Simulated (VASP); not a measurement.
A run of VASP 6.6.1 is set up as follows.

Contents of INCAR:

```
PREC = Accurate
ENCUT = 600
EDIFF = 1E-6
ISMEAR = 0
SIGMA = 0.1
LREAL = False
LASPH = True
NELM = 120
ALGO = Normal
ISIF = 2
LWAVE = False
LCHARG = False
GGA = PE
NBANDS = 24
GGA_COMPAT = False
```

KPOINTS

```
regular mesh
0
Gamma
  4 4 6
```

Contents of POSCAR:

```
Be3CdS2
1.0
    2.6645564661     -5.3494477350      0.0000000000
    2.6645564661      5.3494477350      0.0000000000
    0.0000000000      0.0000000000      3.2789934054
Be Cd S
3 1 2
Direct
    0.1779356750      0.8220643250      0.5000000000
    0.8220643250      0.1779356750      0.5000000000
    0.5000000000      0.5000000000      0.0000000000
    0.0000000000      0.0000000000      0.0000000000
    0.6352854231      0.3647145769      0.5000000000
    0.3647145769      0.6352854231      0.5000000000
```

Potentials or basis: VASP PAW PBE potentials, release 64 (Be, Cd, S).

The run is started by

```sh
$ cat potpaw_PBE.64/Be/POTCAR potpaw_PBE.64/Cd/POTCAR potpaw_PBE.64/S/POTCAR > POTCAR
$ mpirun -np 1 vasp_std > vasp.out
```

(1) Estimate the largest force.

(2) What does it give for the pressure?

(3) Predict the band gap on the k mesh.

## Answers

(1) 0.013 eV/Å.

(2) 0.2 GPa.

(3) zero (bands 15 and 16 overlap by 1.20 eV).
